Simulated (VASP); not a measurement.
# TiPt3 (Pm-3m) in VASP: further runs

The runs below take TiPt3 through single point, relaxation of cell and atoms, with PBEsol.

All numbers are computed with VASP 6.6.1; they aren't measurements. Logs are shortened: lines on timing, memory, paths and dates and some standing lists are left out, and cuts for length are marked.

**1. The cell of the first run**

The structure is cubic, space group Pm-3m (No. 221). The conventional cell has a = 3.900 Å, b = 3.900 Å, c = 3.900 Å, α = 90.00°, β = 90.00°, γ = 90.00°. Within 3.6 Å of Ti (site symmetry m-3m) lie 12 Pt at 2.76 Å. Within 3.6 Å of Pt (site symmetry 4/mmm) lie 4 Ti at 2.76 Å and 8 Pt at 2.76 Å.

**2. Single point, PBEsol**

INCAR

```
PREC = Accurate
ENCUT = 520
EDIFF = 1E-6
ISMEAR = 0
SIGMA = 0.1
LREAL = False
LASPH = True
NELM = 100
ALGO = Normal
ISIF = 2
LWAVE = False
LCHARG = False
GGA = PS
NBANDS = 29
```

KPOINTS

```
Automatic mesh
0
Gamma
  6 6 6
```

POSCAR

```
TiPt3
1.0
    3.9002847355      0.0000000000      0.0000000000
    0.0000000000      3.9002847355      0.0000000000
    0.0000000000      0.0000000000      3.9002847355
Ti Pt
1 3
Direct
    0.0000000000      0.0000000000      0.0000000000
    0.0000000000      0.5000000000      0.5000000000
    0.5000000000      0.0000000000      0.5000000000
    0.5000000000      0.5000000000      0.0000000000
```

Potentials or basis: VASP PAW PBE potentials, release 64 (Ti_sv, Pt).

On the command line:

```sh
> cat potpaw_PBE.64/Ti_sv/POTCAR potpaw_PBE.64/Pt/POTCAR > POTCAR
> mpirun -np 1 vasp_std > vasp.out
```

OUTCAR:

```text
PREC = Accurate
   ENCUT = 520
   EDIFF = 1E-6
   ISMEAR = 0
   LREAL = False
   LASPH = True
   NELM = 100
   ISIF = 2
   GGA = PS

 ion  position               nearest neighbor table
   1  0.000  0.000  0.000-   2 2.76   3 2.76   4 2.76   2 2.76   3 2.76   2 2.76   4 2.76   2 2.76
                             3 2.76   4 2.76   3 2.76   4 2.76
   2  0.000  0.500  0.500-   1 2.76   3 2.76   4 2.76   1 2.76   4 2.76   1 2.76   3 2.76   1 2.76
                             3 2.76   4 2.76   4 2.76   3 2.76
   3  0.500  0.000  0.500-   1 2.76   2 2.76   4 2.76   1 2.76   4 2.76   2 2.76   4 2.76   4 2.76
                             1 2.76   2 2.76   1 2.76   2 2.76
   4  0.500  0.500  0.000-   1 2.76   2 2.76   3 2.76   2 2.76   3 2.76   1 2.76   3 2.76   3 2.76
                             1 2.76   2 2.76   2 2.76   1 2.76

  LATTYP: Found a simple cubic cell.
 ALAT       =     3.9002847355

  Lattice vectors:

 A1 = (   3.9002847355,   0.0000000000,   0.0000000000)
 A2 = (   0.0000000000,   3.9002847355,   0.0000000000)
 A3 = (   0.0000000000,   0.0000000000,   3.9002847355)

Analysis of symmetry for initial positions (statically):
=====================================================================
 Subroutine PRICEL returns:
 Original cell was already a primitive cell.

 Routine SETGRP: Setting up the symmetry group for a
 simple cubic supercell.

 Subroutine GETGRP returns: Found 48 space group operations
 (whereof 48 operations were pure point group operations)
 out of a pool of 48 trial point group operations.

The static configuration has the point symmetry O_h .

Analysis of symmetry for dynamics (positions and initial velocities):
=====================================================================
 Subroutine PRICEL returns:
 Original cell was already a primitive cell.

 Routine SETGRP: Setting up the symmetry group for a
 simple cubic supercell.

 Subroutine GETGRP returns: Found 48 space group operations
 (whereof 48 operations were pure point group operations)
 out of a pool of 48 trial point group operations.

The dynamic configuration has the point symmetry O_h .

 Subroutine INISYM returns: Found 48 space group operations
 (whereof 48 operations are pure point group operations),
 and found     1 'primitive' translations

----------------------------------------------------------------------------------------

                                     Primitive cell

  volume of cell :      59.3320

  direct lattice vectors                    reciprocal lattice vectors
     3.900284736  0.000000000  0.000000000     0.256391537  0.000000000  0.000000000
     0.000000000  3.900284736  0.000000000     0.000000000  0.256391537  0.000000000
     0.000000000  0.000000000  3.900284736     0.000000000  0.000000000  0.256391537

  length of vectors
     3.900284736  3.900284736  3.900284736     0.256391537  0.256391537  0.256391537

  position of ions in fractional coordinates (direct lattice)
     0.000000000  0.000000000  0.000000000
     0.000000000  0.500000000  0.500000000
     0.500000000  0.000000000  0.500000000
     0.500000000  0.500000000  0.000000000

  ion indices of the primitive-cell ions
   primitive index   ion index
                 1           1
                 2           2
                 3           3
                 4           4

----------------------------------------------------------------------------------------

 KPOINTS: Automatic mesh

Automatic generation of k-mesh.
 Grid dimensions read from file:
 generate k-points for:    6    6    6

 Generating k-lattice:

  Cartesian coordinates                     Fractional coordinates (reciprocal lattice)
     0.042731923  0.000000000  0.000000000     0.166666667  0.000000000  0.000000000
     0.000000000  0.042731923  0.000000000     0.000000000  0.166666667  0.000000000
     0.000000000  0.000000000  0.042731923     0.000000000  0.000000000  0.166666667

  Length of vectors
     0.042731923  0.042731923  0.042731923

  Shift w.r.t. Gamma in fractional coordinates (k-lattice)
     0.000000000  0.000000000  0.000000000

 Subroutine IBZKPT returns following result:
 ===========================================

 Found     20 irreducible k-points:

 Following reciprocal coordinates:
            Coordinates               Weight
  0.000000  0.000000  0.000000      1.000000
  0.166667  0.000000  0.000000      6.000000
  0.333333  0.000000  0.000000      6.000000
  0.500000  0.000000  0.000000      3.000000
  0.166667  0.166667  0.000000     12.000000
  0.333333  0.166667  0.000000     24.000000
[... 12 lines left out ...]
  0.500000  0.500000  0.333333      6.000000
  0.500000  0.500000  0.500000      1.000000
   k-points           NKPTS =     20   k-points in BZ     NKDIM =     20   number of bands    NBANDS=     29
   number of dos      NEDOS =    301   number of ions     NIONS =      4
   total plane-waves  NPLWV =  27000
   dimension x,y,z NGX =    30 NGY =   30 NGZ =   30
   dimension x,y,z NGXF=    60 NGYF=   60 NGZF=   60
   ions per type =               1   3
   NGX,Y,Z   is equivalent  to a cutoff of  12.79, 12.79, 12.79 a.u.
   NGXF,Y,Z  is equivalent  to a cutoff of  25.57, 25.57, 25.57 a.u.
 SYSTEM =  unknown system
   PREC   = accura    normal or accurate (medium, high low for compatibility)
   ISTART =      0    job   : 0-new  1-cont  2-samecut
   ICHARG =      2    charge: 1-file 2-atom 10-const
   ISPIN  =      1    spin polarized calculation?
   LNONCOLLINEAR =      F non collinear calculations
   LSORBIT =      F    spin-orbit coupling
   LASPH  =      T    aspherical Exc in radial PAW
   ENCUT  =  520.0 eV  38.22 Ry    6.18 a.u.   7.25  7.25  7.25*2*pi/ulx,y,z
   NELM   =    100;   NELMIN=  2; NELMDL= -5     # of ELM steps
   EDIFF  = 0.1E-05   stopping-criterion for ELM
   LREAL  =      F    real-space projection
   EDIFFG = 0.1E-04   stopping-criterion for IOM
   NSW    =      0    number of steps for IOM
   IBRION =     -1    ionic relax: 0-MD 1-quasi-New 2-CG
   NFREE  =      0    steps in history (QN), initial steepest desc. (CG)
   ISIF   =      2    stress and relaxation
   ISYM   =      2    0-nonsym 1-usesym 2-fastsym
   POTIM  = 0.5000    time-step for ionic-motion
   TEBEG  =    0.0;   TEEND  =   0.0 temperature during run
   PSTRESS=    0.0 pullay stress
   NELECT =      42.0000    total number of electrons
   NUPDOWN=      -1.0000    fix difference up-down
   EMIN   =  10.00;   EMAX   =-10.00  energy-range for DOS
   EFERMI =   0.00;   METHOD = LEGACY
   ISMEAR =     0;   SIGMA  =   0.10  broadening in eV -4-tet -1-fermi 0-gaus
   EFERMI_NEDOS =   21; number of points for ismear=-14 and -15
   IALGO  =     38    algorithm
   IMIX   =      4    mixing-type and parameters
     AMIX     =   0.40;   BMIX     =  1.00
     AMIX_MAG =   1.60;   BMIX_MAG =  1.00
  volume/ion in A,a.u.               =      14.83       100.10
  Fermi-wavevector in a.u.,A,eV,Ry     =   1.459021  2.757150 28.963307  2.128743
  Thomas-Fermi vector in A             =   2.575637
   LORBIT       =      0    0 simple, 1 ext, 2 COOP (PROOUT), +10 PAW based schemes
   GGA     = PS    functional components
   LHFCALC =     F    Hartree Fock is set to
   AEXX    =    0.0000 exact exchange contribution
   IVDW    =     0    specifies the selected vdW correction
   LEPSILON=     F    determine dielectric tensor
   LRPA    =     F    only Hartree local field effects (RPA)
 non-spin polarized calculation
 Gauss-broadening in eV      SIGMA  =   0.10
  energy-cutoff  :      520.00
  volume of cell :       59.33
 maximum number of plane-waves:      1628
 NGX is ok and might be reduce to    30
   NGX = 15   NGY = 15   NGZ = 15

 number of electron      41.9999998 magnetization

 Free energy of the ion-electron system (eV)
  ---------------------------------------------------
  ext. energy  EPLUGINS =         0.00000000
  ---------------------------------------------------
  free energy    TOTEN  =       -32.75747067 eV

  energy without entropy =      -32.74975824  energy(sigma->0) =      -32.75361446

 E-fermi :  11.6945     XC(G=0): -13.4100

 val. band max:       11.5517688672   @ k =   0.1667   0.0000   0.0000
 cond. band min:      11.6952800528   @ k =   0.0000   0.0000   0.0000
 fundamental gap:      0.1435111856
 Fermi energy:        11.6945387431

 k-point     1 :       0.0000    0.0000    0.0000
  band No.  band energies     occupation
      1     -46.3152      2.00000
      2     -22.6331      2.00000
      3     -22.6331      2.00000
      4     -22.6331      2.00000
      5       1.3969      2.00000
      6       4.2307      2.00000
[... 21 lines left out ...]
     28      13.6835      0.00000
     29      20.0071      0.00000

 k-point     2 :       0.1667    0.0000    0.0000
  band No.  band energies     occupation
      1     -46.3147      2.00000
      2     -22.6404      2.00000
      3     -22.6343      2.00000
      4     -22.6343      2.00000
      5       1.7617      2.00000
      6       4.4577      2.00000
[... 21 lines left out ...]
     28      15.2750      0.00000
     29      19.4350      0.00000

 k-point     3 :       0.3333    0.0000    0.0000
  band No.  band energies     occupation
      1     -46.3138      2.00000
      2     -22.6548      2.00000
      3     -22.6365      2.00000
      4     -22.6365      2.00000
      5       2.7498      2.00000
      6       4.8635      2.00000
[... 21 lines left out ...]
     28      17.5197      0.00000
     29      18.6591      0.00000

 k-point     4 :       0.5000    0.0000    0.0000
  band No.  band energies     occupation
      1     -46.3134      2.00000
      2     -22.6621      2.00000
      3     -22.6377      2.00000
      4     -22.6377      2.00000
      5       3.6257      2.00000
      6       4.7580      2.00000
[... 469 lines left out ...]
     28      14.6558      0.00000
     29      17.0417      0.00000

 k-point    19 :       0.5000    0.5000    0.3333
  band No.  band energies     occupation
      1     -46.3128      2.00000
      2     -22.6483      2.00000
      3     -22.6483      2.00000
      4     -22.6451      2.00000
      5       4.3642      2.00000
      6       4.3642      2.00000
[... 21 lines left out ...]
     28      13.8451      0.00000
     29      17.8931      0.00000

 k-point    20 :       0.5000    0.5000    0.5000
  band No.  band energies     occupation
      1     -46.3129      2.00000
      2     -22.6462      2.00000
      3     -22.6462      2.00000
      4     -22.6462      2.00000
      5       4.1657      2.00000
      6       4.1657      2.00000
[... 21 lines left out ...]
     28      13.1834      0.00000
     29      17.2530      0.00000

------------------------ aborting loop because EDIFF is reached ----------------------------------------

  FORCE on cell =-STRESS in cart. coord.  units (eV):
  Direction    XX          YY          ZZ          XY          YZ          ZX
  --------------------------------------------------------------------------------------
  -------------------------------------------------------------------------------------
  Total       -0.1921116     -0.1921116     -0.1921116      0.0000000     -0.0000000      0.0000000
  in kB       -5.1877048     -5.1877048     -5.1877048      0.0000000     -0.0000000      0.0000000
  external PRESSURE =      -5.1877048 kB  Pullay stress =       0.0000000 kB

 VOLUME and BASIS-vectors are now :
 -----------------------------------------------------------------------------
  energy-cutoff  :      520.00
  volume of cell :       59.33
      direct lattice vectors                 reciprocal lattice vectors
     3.900284736  0.000000000  0.000000000     0.256391537  0.000000000  0.000000000
     0.000000000  3.900284736  0.000000000     0.000000000  0.256391537  0.000000000
     0.000000000  0.000000000  3.900284736     0.000000000  0.000000000  0.256391537

 POSITION                                       TOTAL-FORCE (eV/Angst)
 -----------------------------------------------------------------------------------
      0.00000      0.00000      0.00000         0.000000      0.000000      0.000000
      0.00000      1.95014      1.95014         0.000000      0.000000      0.000000
      1.95014      0.00000      1.95014         0.000000      0.000000      0.000000
      1.95014      1.95014      0.00000         0.000000      0.000000      0.000000
 -----------------------------------------------------------------------------------
    total drift:                                0.000000      0.000000     -0.000000

  FREE ENERGIE OF THE ION-ELECTRON SYSTEM (eV)
  ---------------------------------------------------
  free  energy   TOTEN  =       -32.7574706719 eV

  energy  without entropy=      -32.7497582391  energy(sigma->0) =      -32.75361446
```

Wall time 34 s (1 thread of AMD EPYC 7R43 (Zen 3), shared host); peak memory 0.15 GiB.

What came out:

```yaml
Free_energy: -32.7575 eV
Pressure: -0.5 GPa
Band_gap_on_the_k_mesh: zero (band 21 reaches 13.04 eV, above the bottom of band 22 at 11.20 eV)
```

Levels at points of the mesh, in eV from the Fermi level:
```tsv
k point	band 18	band 19	band 20	band 21	band 22	band 23	band 24	band 25
(0.00, 0.00, 0.00)	0.00	0.00	0.00	1.34	1.34	1.50	1.50	1.50
(0.50, 0.00, 0.00)	-2.72	-2.65	-1.41	-0.26	-0.26	0.00	0.40	0.71
(0.50, 0.50, 0.00)	-3.16	-2.52	-2.34	-2.31	0.16	0.16	0.31	1.44
(0.50, 0.50, 0.50)	-0.77	-0.77	-0.77	-0.49	-0.49	-0.49	1.16	1.16
```

Caveat: the PAW data sets were made with another functional, which shifts forces and pressure a little; spin-orbit coupling is left out, which moves the levels of the heavy elements.

**3. Relaxation of cell and atoms, PBEsol**

This run uses another cell than the first one, of 14.00 Å³/atom, 0.944 times its volume.

INCAR

```
SYSTEM = TiPt3
PREC = Accurate
ENCUT = 600
EDIFF = 1E-6
ISMEAR = 0
SIGMA = 0.1
LREAL = .FALSE.
LASPH = .TRUE.
NELM = 100
ALGO = Fast
ISIF = 3
LWAVE = .FALSE.
LCHARG = .FALSE.
GGA = PS
IBRION = 2
NSW = 80
EDIFFG = -0.05
```

KPOINTS

```
Automatic mesh
0
G
  6 6 6
  0 0 0
```

POSCAR

```
TiPt3
1.0
    3.8260568106      0.0000000000      0.0000000000
    0.0000000000      3.8260568106      0.0000000000
    0.0000000000      0.0000000000      3.8260568106
Ti Pt
1 3
Direct
    0.0000000000      0.0000000000      0.0000000000
    0.0000000000      0.5000000000      0.5000000000
    0.5000000000      0.0000000000      0.5000000000
    0.5000000000      0.5000000000      0.0000000000
```

Potentials or basis: VASP PAW PBE potentials, release 64 (Ti_sv, Pt).

On the command line:

```sh
> cat potpaw_PBE.64/Ti_sv/POTCAR potpaw_PBE.64/Pt/POTCAR > POTCAR
> mpirun -np 1 vasp_std > vasp.out
```

Wall time 4.5 min (1 thread of AMD EPYC 7R43 (Zen 3), shared host); peak memory 0.17 GiB.

Results (log left out):

| Property | Result |
| --- | --- |
| Free energy | -32.7561 eV |
| Relaxed volume | 14.81 Å³/atom |
| Relaxed cell | a = 3.898 Å, b = 3.898 Å, c = 3.898 Å, α = 90.00°, β = 90.00°, γ = 90.00° |
| Space group after relaxing (to 0.05 Å) | Pm-3m (No. 221) |
| Energy gained by relaxing | 40.9 meV/atom |
| Ionic steps | 4 |
| Pressure after relaxing | -0.1 GPa |
| Band gap on the k mesh | zero (band 21 reaches 13.07 eV, above the bottom of band 22 at 11.23 eV) |

Step by step:
```tsv
step	energy change (eV)	largest force (eV/Å)	pressure (GPa)	volume (Å³)
1	0.0000	0.0000	17.21	56.01
2	0.8418	0.0000	-28.07	69.10
3	-0.1629	0.0000	-1.07	59.46
4	-0.1636	0.0000	-0.07	59.24
```

Final structure:
```yaml
crystal:
  lattice:
    - [3.89828, 0.00000, 0.00000]
    - [0.00000, 3.89828, 0.00000]
    - [0.00000, 0.00000, 3.89828]
  atoms:
    - { symbol: Ti, position: [0.00000, 0.00000, 0.00000] }
    - { symbol: Pt, position: [0.00000, 0.50000, 0.50000] }
    - { symbol: Pt, position: [0.50000, 0.00000, 0.50000] }
    - { symbol: Pt, position: [0.50000, 0.50000, 0.00000] }
```

Levels at points of the mesh, in eV from the Fermi level:
| k point | band 17 | band 18 | band 19 | band 20 | band 21 | band 22 | band 23 | band 24 | band 25 |
| --- | --- | --- | --- | --- | --- | --- | --- | --- | --- |
| (0.00, 0.00, 0.00) | -0.56 | 0.00 | 0.00 | 0.00 | 1.35 | 1.35 | 1.50 | 1.50 | 1.50 |
| (0.50, 0.00, 0.00) | -2.72 | -2.72 | -2.66 | -1.41 | -0.26 | -0.26 | 0.01 | 0.40 | 0.72 |
| (0.50, 0.50, 0.00) | -3.17 | -3.17 | -2.53 | -2.34 | -2.31 | 0.16 | 0.16 | 0.31 | 1.45 |
| (0.50, 0.50, 0.50) | -1.07 | -0.77 | -0.77 | -0.77 | -0.49 | -0.49 | -0.49 | 1.16 | 1.16 |

Caveat: the PAW data sets were made with another functional, which shifts forces and pressure a little; spin-orbit coupling is left out, which moves the levels of the heavy elements. Zero-point motion and thermal expansion aren't in these numbers.
